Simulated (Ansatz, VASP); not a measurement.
## One calculation of Al3GaN4, two programs

The input INCAR:

```
SYSTEM = Al3GaN4
ALGO = Normal
EDIFF = 1E-6
ENCUT = 520
GGA = PS
ISIF = 2
ISMEAR = 0
LASPH = .True.
LCHARG = .False.
LREAL = .False.
LWAVE = .False.
NBANDS = 31
NELM = 60
PREC = Accurate
SIGMA = 0.05
```

The input KPOINTS:

```
k-points
0
Gamma
  6 8 4
  0 0 0
```

POSCAR

```
Al3GaN4
1.0
    5.0434079713      0.0000000000      0.0001149907
    0.0000000000      3.1300738974      0.0000000000
   -0.0032362569      0.0000000000      5.4179919474
Al Ga N
3 1 4
Direct
    0.5002300423      0.5161497589      0.1673295664
    0.0009207036      0.5093388840      0.8348055932
    0.0010880650      0.0319481275      0.3316926342
    0.4994217138     -0.0290395073      0.6662009016
    0.1111724737      0.0086864096      0.6663292503
    0.1224543238      0.5303509844      0.1671578647
    0.6251234799      0.4794765066      0.8401923551
    0.6231881979      0.0153969398      0.3262928345
```

Input for Ansatz:

```yaml
crystal:
  lattice:
    - [5.0434079713, 0.0, 0.0001149907]
    - [0.0, 3.1300738974, 0.0]
    - [-0.0032362569, 0.0, 5.4179919474]
  atoms:
    - { symbol: Al, position: [0.5002300423, 0.5161497589, 0.1673295664] }
    - { symbol: Al, position: [0.0009207036, 0.509338884, 0.8348055932] }
    - { symbol: Al, position: [0.001088065, 0.0319481275, 0.3316926342] }
    - { symbol: Ga, position: [0.4994217138, -0.0290395073, 0.6662009016] }
    - { symbol: "N", position: [0.1111724737, 0.0086864096, 0.6663292503] }
    - { symbol: "N", position: [0.1224543238, 0.5303509844, 0.1671578647] }
    - { symbol: "N", position: [0.6251234799, 0.4794765066, 0.8401923551] }
    - { symbol: "N", position: [0.6231881979, 0.0153969398, 0.3262928345] }
basis:
  ecutwfc: 420
kpoints:
  mp_grid: { grid: [6, 8, 4] }
hamiltonian:
  xc: pbesol
scf:
  occupations: { method: gaussian, width: 0.05 }
output:
  forces: true
  stress: true
  eigenvalues: true
```

Change from the starting cell: mode 4 (171.0 1/cm) frozen in, largest displacement -0.100 Å.

Alike in both runs: task single point; functional PBEsol; k mesh 6 × 8 × 4; occupations gaussian, width 0.05 eV; no spin polarisation.

|  | VASP | Ansatz |
| --- | --- | --- |
| version | VASP 6.6.1 | Ansatz 0.2.0 |
| potentials or method | VASP PAW PBE potentials, release 64 (Al, Ga_d, N), cutoff 520 eV | scalar-relativistic, plane waves, PAW |
| valence electrons in the cell | 42 | 42 |

Ansatz gave:

```
gap on the k mesh at the Fermi level (eV)                     : 3.44
least direct gap on the mesh (eV)                             : 3.44
pressure (GPa)                                                : -0.1
traceless stress, the component that is largest in VASP (GPa) : -0.32
rms of the force components (eV/Å)                            : 0.162
```

Q: What did VASP give for the same quantities?

A: gap on the k mesh at the Fermi level (eV): 3.45; least direct gap on the mesh (eV): 3.45; pressure (GPa): -0.2; traceless stress, the component that is largest in VASP (GPa): -0.31; rms of the force components (eV/Å): 0.162.

VASP's potentials were made for PBE, not for PBEsol. Atom by atom the forces differ by 0.004 eV/Å (rms over components).
